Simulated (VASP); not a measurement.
Input of a VASP 6.6.1 run:

The input INCAR:

```
ALGO = Normal
EDIFF = 1E-6
ENCUT = 690
GGA = CA
GGA_COMPAT = F
ISIF = 2
ISMEAR = 0
LASPH = T
LCHARG = T
LELF = T
LREAL = F
LVHAR = T
LWAVE = F
NBANDS = 25
NELM = 120
PREC = Accurate
SIGMA = 0.05
```

File KPOINTS:

```
k-points
0
Gamma
  8 16 16
```

The input POSCAR:

```
Ni
1.0
    0.0000000000      3.5238700000      3.5238700000
    1.7619350000      0.0000000000      1.7619350000
    1.7619350000      1.7619350000      0.0000000000
Ni
2
Direct
    0.0000000000      0.0000000000      0.0000000000
    0.5000000000      0.0000000000      0.0000000000
```

Potentials or basis: VASP PAW LDA potentials, release 64 (Ni_sv_GW).

The run is started by

```sh
$ cat potpaw_LDA.64/Ni_sv_GW/POTCAR > POTCAR
$ mpirun -np 1 vasp_std > vasp.out
```

Problem. Predict the band gap on the k mesh.

Solution. Zero (bands 18 and 19 overlap by 0.82 eV).

Problem. Predict the pressure.

Solution. -19.3 GPa.

Caveat: the cell stands under tension; the run has no spin polarisation, though such a crystal can be magnetic. Spin polarisation is off, so any magnetic state and its effect on volume and gap are missing.
